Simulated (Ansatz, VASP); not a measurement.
One calculation of Al2Cu, two programs

```
Cu Al
1.0
     4.10518    0.00000    0.00000
     0.00000    4.10518    0.00000
     0.00000    0.00000    2.89131
Cu Al
1 2
Direct
  0.00000 0.00000 0.00000
  0.00000 0.50000 0.50000
  0.50000 0.00000 0.50000
```

Alike in both runs: task relaxation of cell and atoms; functional r2SCAN; k mesh 7 × 7 × 9; occupations fermi-dirac, width 0.05 eV; no spin polarisation.

|  | VASP | Ansatz |
| --- | --- | --- |
| version | VASP 6.6.1 | Ansatz 0.2.0 |
| potentials or method | VASP PAW PBE potentials, release 64 (Cu, Al) | Ansatz PAW |
| plane-wave cutoff (eV) | 600 | 500 |
| valence electrons in the cell | 17 | 25 |

Ansatz gave:

* gap on the k mesh at the Fermi level, each at its own relaxed structure (eV): none
* relaxed volume (Å³/atom): 15.88
* relaxed length of the cell vector where the two differ most in proportion (Å): 2.853

**Question.** What did VASP give for the same quantities?

**Answer.** gap on the k mesh at the Fermi level, each at its own relaxed structure (eV): none; relaxed volume (Å³/atom): 15.88; relaxed length of the cell vector where the two differ most in proportion (Å): 2.852.

VASP's potentials were made for PBE, not for r2SCAN. A gap of «none» marks a metal or a gap that the smearing closes. VASP's potentials hold 17 valence electrons a cell and Ansatz's 25, so a difference there can come from the potentials and not from the codes.

Noted on Ansatz's run: the plane-wave basis is chosen anew once the cell has moved, so the energies of steps on either side of that aren't comparable.
